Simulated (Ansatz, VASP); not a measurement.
## One calculation of Pt, two programs

```xyz
2
Lattice="-2.1575 2.5153 1.3482 2.5153 -2.1575 1.3482 2.6096 2.6096 -0.6928" Properties=species:S:1:pos:R:3 pbc="T T T"
Pt    2.4409   -2.0831    1.3482
Pt    0.3900    2.5775    1.0018
```

Alike in both runs: task single point; functional RPBE; k mesh 14 × 14 × 10; occupations fermi-dirac, width 0.1 eV; no spin polarisation.

|  | VASP | Ansatz |
| --- | --- | --- |
| version | VASP 6.6.1 | Ansatz 0.2.0 |
| potentials or method | VASP PAW PBE potentials, release 64 (Pt), cutoff 520 eV | plane waves (420 eV) with PAW, scalar-relativistic |
| valence electrons in the cell | 20 | 36 |

```csv
,VASP,Ansatz,Ansatz less VASP
pressure (GPa),-0.6,-0.1,+0.52
"traceless stress, the component that is largest in VASP (GPa)",-0.07,-0.03,+0.036
```

VASP's potentials were made for PBE, not for RPBE. With one functional, cell and mesh, what is left measures potentials, basis and numerics. VASP's potentials hold 20 valence electrons a cell and Ansatz's 36, so a difference there can come from the potentials and not from the codes. Ansatz's warnings: near symmetry operations not taken.

Neither program's run includes spin-orbit coupling.
